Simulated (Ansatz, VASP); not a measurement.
# One calculation of Ta, two programs

The input INCAR:

```
PREC = Accurate
ENCUT = 520
EDIFF = 1E-6
ISMEAR = 1
SIGMA = 0.1
LREAL = Auto
LASPH = True
NELM = 60
ALGO = Normal
ISIF = 2
LWAVE = False
LCHARG = False
GGA = PE
NBANDS = 102
```

Contents of KPOINTS:

```
Automatic mesh
0
Gamma
  5 5 5
```

Contents of POSCAR:

```
Ta
1.0
    6.6414755518      0.0000000000      0.0000000000
    0.0000000000      6.6414755518      0.0000000000
    0.0000000000      0.0000000000      6.6414755518
Ta
16
Direct
    0.0000000000      0.0000000000      0.0000000000
    0.2500000000      0.2500000000      0.2500000000
    0.0000000000      0.0000000000      0.5000000000
    0.2500000000      0.2500000000      0.7500000000
    0.0000000000      0.5000000000      0.0000000000
    0.2500000000      0.7500000000      0.2500000000
    0.0000000000      0.5000000000      0.5000000000
    0.2500000000      0.7500000000      0.7500000000
    0.5000000000      0.0000000000      0.0000000000
    0.7500000000      0.2500000000      0.2500000000
    0.5000000000      0.0000000000      0.5000000000
    0.7500000000      0.2500000000      0.7500000000
    0.5000000000      0.5000000000      0.0000000000
    0.7500000000      0.7500000000      0.2500000000
    0.5000000000      0.5000000000      0.5000000000
    0.7500000000      0.7500000000      0.7500000000
```

Input for Ansatz:

```yaml
crystal:
  lattice:
    - [6.6414755518, 0.0, 0.0]
    - [0.0, 6.6414755518, 0.0]
    - [0.0, 0.0, 6.6414755518]
  atoms:
    - { symbol: Ta, position: [0.0, 0.0, 0.0] }
    - { symbol: Ta, position: [0.25, 0.25, 0.25] }
    - { symbol: Ta, position: [0.0, 0.0, 0.5] }
    - { symbol: Ta, position: [0.25, 0.25, 0.75] }
    - { symbol: Ta, position: [0.0, 0.5, 0.0] }
    - { symbol: Ta, position: [0.25, 0.75, 0.25] }
    - { symbol: Ta, position: [0.0, 0.5, 0.5] }
    - { symbol: Ta, position: [0.25, 0.75, 0.75] }
    - { symbol: Ta, position: [0.5, 0.0, 0.0] }
    - { symbol: Ta, position: [0.75, 0.25, 0.25] }
    - { symbol: Ta, position: [0.5, 0.0, 0.5] }
    - { symbol: Ta, position: [0.75, 0.25, 0.75] }
    - { symbol: Ta, position: [0.5, 0.5, 0.0] }
    - { symbol: Ta, position: [0.75, 0.75, 0.25] }
    - { symbol: Ta, position: [0.5, 0.5, 0.5] }
    - { symbol: Ta, position: [0.75, 0.75, 0.75] }
basis:
  ecutwfc: 420
  xc_grid: 2
hamiltonian:
  xc: pbe
  pseudopotentials: { kind: paw, azcp: { folder: soft_1 } }
kpoints:
  mp_grid: { grid: [5, 5, 5] }
scf:
  occupations: { method: methfessel_paxton, width: 0.1 }
  max_iter: 120
output:
  forces: true
  stress: true
```

Alike in both runs: task single point; functional PBE; k mesh 5 × 5 × 5; occupations methfessel-paxton of order 1, width 0.1 eV; no spin polarisation.

|  | VASP | Ansatz |
| --- | --- | --- |
| version | VASP 6.6.1 | Ansatz 0.2.0 |
| potentials or method | VASP PAW PBE potentials, release 64 (Ta_pv), cutoff 520 eV | plane-wave PAW DFT |
| valence electrons in the cell | 176 | 208 |

|  | VASP | Ansatz | Ansatz less VASP |
| --- | --- | --- | --- |
| pressure (GPa) | 0.1 | 0.1 | -0.06 |

VASP's potentials hold 176 valence electrons a cell and Ansatz's 208, so a difference there can come from the potentials and not from the codes.

Spin-orbit coupling is off throughout.
